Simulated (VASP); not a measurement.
# CsBr (Pm-3m) in VASP: further runs

Runs on CsBr. Level: PBE. Tasks: single point.

Everything below comes from runs of VASP 6.6.1. Logs are shortened: lines on timing, memory, paths and dates and some standing lists are left out, and cuts for length are marked.

## 1. The cell of the first run

It takes space group Pm-3m (No. 221, cubic). The conventional cell has a = 4.300 Å, b = 4.300 Å, c = 4.300 Å, α = 90.00°, β = 90.00°, γ = 90.00°. Within 4.9 Å of Cs (site symmetry m-3m) lie 8 Br at 3.72 Å and 6 Cs at 4.30 Å. Br (site symmetry m-3m) has 8 Cs at 3.72 Å and 6 Br at 4.30 Å within 4.9 Å.

## 2. Single point, PBE (volume changed by -6%)

File INCAR:

```
SYSTEM = CsBr
PREC = Accurate
ENCUT = 500
EDIFF = 1E-6
ISMEAR = 0
SIGMA = 0.01
LREAL = .FALSE.
LASPH = .TRUE.
NELM = 120
ALGO = Normal
ISIF = 2
LWAVE = .FALSE.
LCHARG = .FALSE.
GGA = PE
NBANDS = 15
GGA_COMPAT = .FALSE.
```

File KPOINTS:

```
regular mesh
0
G
  6 6 6
  0 0 0
```

File POSCAR:

```
CsBr
1.0
    4.2997068270      0.0000000000      0.0000000000
    0.0000000000      4.2997068270      0.0000000000
    0.0000000000      0.0000000000      4.2997068270
Cs Br
1 1
Direct
    0.0000000000      0.0000000000      0.0000000000
    0.5000000000      0.5000000000      0.5000000000
```

Potentials or basis: VASP PAW PBE potentials, release 64 (Cs_sv, Br).

On the command line:

```
$ cat potpaw_PBE.64/Cs_sv/POTCAR potpaw_PBE.64/Br/POTCAR > POTCAR
$ mpirun -np 1 vasp_std > vasp.out
```

OUTCAR:

```text
SYSTEM = CsBr
   PREC = Accurate
   ENCUT = 500
   EDIFF = 1E-6
   ISMEAR = 0
   LREAL = .FALSE.
   LASPH = .TRUE.
   NELM = 120
   ISIF = 2
   GGA = PE

 ion  position               nearest neighbor table
   1  0.000  0.000  0.000-
   2  0.500  0.500  0.500-

  LATTYP: Found a simple cubic cell.
 ALAT       =     4.2997068270

  Lattice vectors:

 A1 = (   4.2997068270,   0.0000000000,   0.0000000000)
 A2 = (   0.0000000000,   4.2997068270,   0.0000000000)
 A3 = (   0.0000000000,   0.0000000000,   4.2997068270)

Analysis of symmetry for initial positions (statically):
=====================================================================
 Subroutine PRICEL returns:
 Original cell was already a primitive cell.

 Routine SETGRP: Setting up the symmetry group for a
 simple cubic supercell.

 Subroutine GETGRP returns: Found 48 space group operations
[... 9 lines left out ...]

 Routine SETGRP: Setting up the symmetry group for a
 simple cubic supercell.

 Subroutine GETGRP returns: Found 48 space group operations
[... 11 lines left out ...]
                                     Primitive cell

  volume of cell :      79.4907

  direct lattice vectors                    reciprocal lattice vectors
     4.299706827  0.000000000  0.000000000     0.232573996  0.000000000  0.000000000
     0.000000000  4.299706827  0.000000000     0.000000000  0.232573996  0.000000000
     0.000000000  0.000000000  4.299706827     0.000000000  0.000000000  0.232573996

  length of vectors
     4.299706827  4.299706827  4.299706827     0.232573996  0.232573996  0.232573996

  position of ions in fractional coordinates (direct lattice)
     0.000000000  0.000000000  0.000000000
     0.500000000  0.500000000  0.500000000

  ion indices of the primitive-cell ions
   primitive index   ion index
                 1           1
                 2           2

----------------------------------------------------------------------------------------

 KPOINTS: regular mesh

Automatic generation of k-mesh.
 Grid dimensions read from file:
 generate k-points for:    6    6    6

 Generating k-lattice:

  Cartesian coordinates                     Fractional coordinates (reciprocal lattice)
     0.038762333  0.000000000  0.000000000     0.166666667  0.000000000  0.000000000
[... 57 lines left out ...]
   NSW    =      0    number of steps for IOM
   IBRION =     -1    ionic relax: 0-MD 1-quasi-New 2-CG
   NFREE  =      0    steps in history (QN), initial steepest desc. (CG)
   ISIF   =      2    stress and relaxation
   ISYM   =      2    0-nonsym 1-usesym 2-fastsym
   POTIM  = 0.5000    time-step for ionic-motion
   TEBEG  =    0.0;   TEEND  =   0.0 temperature during run
   PSTRESS=    0.0 pullay stress
   NELECT =      16.0000    total number of electrons
   NUPDOWN=      -1.0000    fix difference up-down
   EMIN   =  10.00;   EMAX   =-10.00  energy-range for DOS
   EFERMI =   0.00;   METHOD = LEGACY
   ISMEAR =     0;   SIGMA  =   0.01  broadening in eV -4-tet -1-fermi 0-gaus
   EFERMI_NEDOS =   21; number of points for ismear=-14 and -15
   IALGO  =     38    algorithm
   IMIX   =      4    mixing-type and parameters
     AMIX     =   0.40;   BMIX     =  1.00
     AMIX_MAG =   1.60;   BMIX_MAG =  1.00
  volume/ion in A,a.u.               =      39.75       268.21
  Fermi-wavevector in a.u.,A,eV,Ry     =   0.959421  1.813043 12.524014  0.920489
  Thomas-Fermi vector in A             =   2.088616
   LORBIT       =      0    0 simple, 1 ext, 2 COOP (PROOUT), +10 PAW based schemes
   GGA     = PE    functional components
   LHFCALC =     F    Hartree Fock is set to
   AEXX    =    0.0000 exact exchange contribution
   IVDW    =     0    specifies the selected vdW correction
   LEPSILON=     F    determine dielectric tensor
   LRPA    =     F    only Hartree local field effects (RPA)
 non-spin polarized calculation
 Gauss-broadening in eV      SIGMA  =   0.01
  energy-cutoff  :      500.00
  volume of cell :       79.49
 maximum number of plane-waves:      2040
 NGX is ok and might be reduce to    32
   NGX = 15   NGY = 15   NGZ = 15

 number of electron      16.0000000 magnetization

 Free energy of the ion-electron system (eV)
  ---------------------------------------------------
  ext. energy  EPLUGINS =         0.00000000
  ---------------------------------------------------
  free energy    TOTEN  =        -6.00938578 eV

  energy without entropy =       -6.00938578  energy(sigma->0) =       -6.00938578

 E-fermi :  -0.2936     XC(G=0):  -8.0319

 val. band max:       -0.3449173568   @ k =   0.5000   0.5000   0.0000
 cond. band min:       4.1352819569   @ k =   0.0000   0.0000   0.0000
 fundamental gap:      4.4801993137
 Fermi energy:        -0.2935806105

 k-point     1 :       0.0000    0.0000    0.0000
  band No.  band energies     occupation
      1     -20.1359      2.00000
      2     -12.7012      2.00000
      3      -6.7330      2.00000
      4      -6.7330      2.00000
      5      -6.7330      2.00000
      6      -0.3480      2.00000
      7      -0.3480      2.00000
      8      -0.3480      2.00000
      9       4.1353      0.00000
     10       4.5781      0.00000
     11       4.5781      0.00000
     12       8.7477      0.00000
     13       8.7477      0.00000
     14       8.7477      0.00000
[... 329 lines left out ...]
      2     -12.5253      2.00000
      3      -7.1279      2.00000
      4      -7.1279      2.00000
      5      -7.1279      2.00000
      6      -1.5043      2.00000
      7      -1.5043      2.00000
      8      -1.5043      2.00000
      9       7.9363      0.00000
     10       7.9363      0.00000
     11       7.9363      0.00000
     12       8.7875      0.00000
     13       8.7875      0.00000
     14       8.7875      0.00000
     15      10.9408      0.00000

------------------------ aborting loop because EDIFF is reached ----------------------------------------

  FORCE on cell =-STRESS in cart. coord.  units (eV):
  Direction    XX          YY          ZZ          XY          YZ          ZX
  --------------------------------------------------------------------------------------
  -------------------------------------------------------------------------------------
  Total        0.4638690      0.4638690      0.4638690     -0.0000000     -0.0000000     -0.0000000
  in kB        9.3495214      9.3495214      9.3495214     -0.0000000     -0.0000000     -0.0000000
  external PRESSURE =       9.3495214 kB  Pullay stress =       0.0000000 kB

 VOLUME and BASIS-vectors are now :
 -----------------------------------------------------------------------------
  energy-cutoff  :      500.00
  volume of cell :       79.49
      direct lattice vectors                 reciprocal lattice vectors
     4.299706827  0.000000000  0.000000000     0.232573996  0.000000000  0.000000000
     0.000000000  4.299706827  0.000000000     0.000000000  0.232573996  0.000000000
     0.000000000  0.000000000  4.299706827     0.000000000  0.000000000  0.232573996

 POSITION                                       TOTAL-FORCE (eV/Angst)
 -----------------------------------------------------------------------------------
      0.00000      0.00000      0.00000         0.000000      0.000000      0.000000
      2.14985      2.14985      2.14985         0.000000      0.000000      0.000000
 -----------------------------------------------------------------------------------
    total drift:                                0.000000      0.000000     -0.000000

  FREE ENERGIE OF THE ION-ELECTRON SYSTEM (eV)
  ---------------------------------------------------
  free  energy   TOTEN  =        -6.0093857811 eV

  energy  without entropy=       -6.0093857811  energy(sigma->0) =       -6.00938578
```

Run time: 29 s. Hardware: 1 thread of Intel Xeon Platinum 8259CL at 2.50GHz (Skylake/Cascade Lake), shared host; peak memory 0.18 GiB.

Results:

- Free energy: -6.0094 eV
- Pressure: 0.9 GPa
- Band gap on the k mesh: 4.48 eV, indirect (the least direct gap lies 3.1 meV higher)

Caveat: the cell differs from its parent crystal (volume changed by -6%); spin-orbit coupling is left out, which moves the levels of the heavy elements.

## 3. Single point, PBE

This run uses another cell than the first one, of 40.30 Å³/atom, 1.014 times its volume.

File INCAR:

```
SYSTEM = CsBr
  PREC = Accurate
  ENCUT = 500
  EDIFF = 1E-6
  ISMEAR = 0
  SIGMA = 0.01
  LREAL = .False.
  LASPH = .True.
  NELM = 120
  ALGO = Normal
  ISIF = 2
  LWAVE = .False.
  LCHARG = .True.
  GGA = PE
  LELF = .True.
  LVHAR = .True.
  NBANDS = 15
  GGA_COMPAT = .False.
```

File KPOINTS:

```
Automatic mesh
0
Gamma
  6 6 6
  0 0 0
```

File POSCAR:

```
CsBr
1.0
    4.3196005666      0.0000000000      0.0000000000
    0.0000000000      4.3196005666      0.0000000000
    0.0000000000      0.0000000000      4.3196005666
Cs Br
1 1
Direct
    0.0000000000      0.0000000000      0.0000000000
    0.5000000000      0.5000000000      0.5000000000
```

Potentials or basis: VASP PAW PBE potentials, release 64 (Cs_sv, Br).

On the command line:

```
$ cat potpaw_PBE.64/Cs_sv/POTCAR potpaw_PBE.64/Br/POTCAR > POTCAR
$ mpirun -np 1 vasp_std > vasp.out
```

It took 21 s on 1 thread of Intel Xeon Platinum 8259CL at 2.50GHz (Skylake/Cascade Lake), shared host; peak memory 0.18 GiB.

It converged, with:

```yaml
Free_energy: -6.0152 eV
Pressure: 0.7 GPa
Band_gap_on_the_k_mesh: 4.42 eV, indirect (least direct gap 4.43 eV)
```

Levels at points of the mesh, in eV from the valence-band top:
| k point | band 5 | band 6 | band 7 | band 8 | band 9 | band 10 | band 11 | band 12 |
| --- | --- | --- | --- | --- | --- | --- | --- | --- |
| (0.00, 0.00, 0.00) | -6.42 | -0.01 | -0.01 | -0.01 | 4.42 | 4.93 | 4.93 | 9.05 |
| (0.50, 0.00, 0.00) | -6.32 | -1.28 | -0.20 | -0.20 | 5.92 | 7.19 | 7.63 | 8.33 |
| (0.50, 0.50, 0.00) | -6.26 | -0.57 | -0.57 | 0.00 | 5.25 | 5.48 | 7.21 | 7.21 |
| (0.50, 0.50, 0.50) | -6.80 | -1.13 | -1.13 | -1.13 | 8.21 | 8.21 | 8.21 | 9.06 |

Caveat: spin-orbit coupling is left out, which moves the levels of the heavy elements.

(Continued in part 2 of 2.)
